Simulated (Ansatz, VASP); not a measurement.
## Sn: VASP beside Ansatz

INCAR

```
SYSTEM = Sn
ALGO = Fast ; EDIFF = 1E-6
ENCUT = 520 ; GGA = PE
ISIF = 2 ; ISMEAR = 0
LASPH = .TRUE. ; LCHARG = .FALSE.
LREAL = .FALSE. ; LWAVE = .FALSE.
NBANDS = 21 ; NELM = 60
PREC = Accurate ; SIGMA = 0.15
```

The input KPOINTS:

```
k-points
0
G
  14 14 14
  0 0 0
```

The input POSCAR:

```
Sn
1.0
    0.0000000000      2.8352927563      4.2529391345
    2.8352927563      0.0000000000      4.2529391345
    2.8352927563      2.8352927563      0.0000000000
Sn
2
Direct
    0.5000000000      0.5000000000      0.5000000000
    0.7500000000      0.7500000000      0.7500000000
```

Input for Ansatz:

```yaml
crystal:
  lattice:
    - [0.0, 2.8352927563, 4.2529391345]
    - [2.8352927563, 0.0, 4.2529391345]
    - [2.8352927563, 2.8352927563, 0.0]
  atoms:
    - { symbol: Sn, position: [0.5, 0.5, 0.5] }
    - { symbol: Sn, position: [0.75, 0.75, 0.75] }
basis:
  ecutwfc: 420
kpoints:
  mp_grid: { grid: [14, 14, 14] }
hamiltonian:
  xc: pbe
scf:
  occupations: { method: gaussian, width: 0.15 }
output:
  forces: true
  stress: true
  eigenvalues: true
```

Alike in both runs: task single point; functional PBE; k mesh 14 × 14 × 14; occupations gaussian, width 0.15 eV; no spin polarisation.

|  | VASP | Ansatz |
| --- | --- | --- |
| version | VASP 6.6.1 | Ansatz 0.2.0 |
| potentials or method | VASP PAW PBE potentials, release 64 (Sn_d), cutoff 520 eV | scalar-relativistic, plane waves, PAW |
| valence electrons in the cell | 28 | 28 |

```tsv
	VASP	Ansatz	Ansatz less VASP
gap on the k mesh at the Fermi level (eV)	none	none	-
pressure (GPa)	1.8	1.9	+0.08
traceless stress, the component that is largest in VASP (GPa)	-2.07	-2.08	-0.006
```

A gap of «none» marks a metal or a gap that the smearing closes.
